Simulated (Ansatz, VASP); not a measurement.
# Two plane-wave programs on KCl

Contents of INCAR:

```
PREC = Accurate
ENCUT = 520
EDIFF = 1E-8
ISMEAR = -1
SIGMA = 0.03
LREAL = F
LASPH = T
NELM = 80
ALGO = Normal
ISIF = 2
LWAVE = F
LCHARG = F
GGA = PS
LEFG = T
NBANDS = 15
```

The input KPOINTS:

```
Automatic mesh
0
Gamma
  7 7 7
```

File POSCAR:

```
KCl
1.0
    0.0000000000      3.1561000000      3.1876610000
    3.1561000000      0.0000000000      3.1876610000
    3.1561000000      3.1561000000      0.0000000000
K Cl
1 1
Direct
    0.0000000000      0.0000000000      0.0000000000
    0.5000000000      0.5000000000      0.5000000000
```

Input for Ansatz:

```yaml
crystal:
  lattice:
    - [0.0, 3.1561, 3.187661]
    - [3.1561, 0.0, 3.187661]
    - [3.1561, 3.1561, 0.0]
  atoms:
    - { symbol: K, position: [0.0, 0.0, 0.0] }
    - { symbol: Cl, position: [0.5, 0.5, 0.5] }
kpoints:
  mp_grid: { grid: [7, 7, 7] }
scf:
  occupations: { method: fermi_dirac, width: 0.03 }
hamiltonian:
  xc: pbesol
  pseudopotentials: { kind: paw }
output:
  forces: true
  stress: true
  eigenvalues: true
  efg: { contact_densities: true }
```

Change from the starting cell: zz strain of +1 %, PAW files.

Alike in both runs: task electric field gradients; functional PBEsol; k mesh 7 × 7 × 7; occupations fermi-dirac, width 0.03 eV; no spin polarisation.

|  | VASP | Ansatz |
| --- | --- | --- |
| version | VASP 6.6.1 | Ansatz 0.2.0 |
| potentials or method | VASP PAW PBE potentials, release 64 (K_sv, Cl) | PAW with Ansatz's default frozen-core files, scalar-relativistic |
| plane-wave cutoff (eV) | 520 | 420 |
| valence electrons in the cell | 16 | 16 |

|  | VASP | Ansatz | Ansatz less VASP |
| --- | --- | --- | --- |
| gap on the k mesh at the Fermi level (eV) | 4.96 | 4.96 | +0.004 |
| pressure (GPa) | -0.7 | -0.7 | -0.03 |
| traceless stress, the component that is largest in VASP (GPa) | -0.19 | -0.19 | +0.005 |
| size of Vzz on the site where it differs most (V/Å²) | 0.8 | 0.8 | -0.03 |

VASP's potentials were made for PBE, not for PBEsol. With one functional, cell and mesh, what is left measures potentials, basis and numerics.
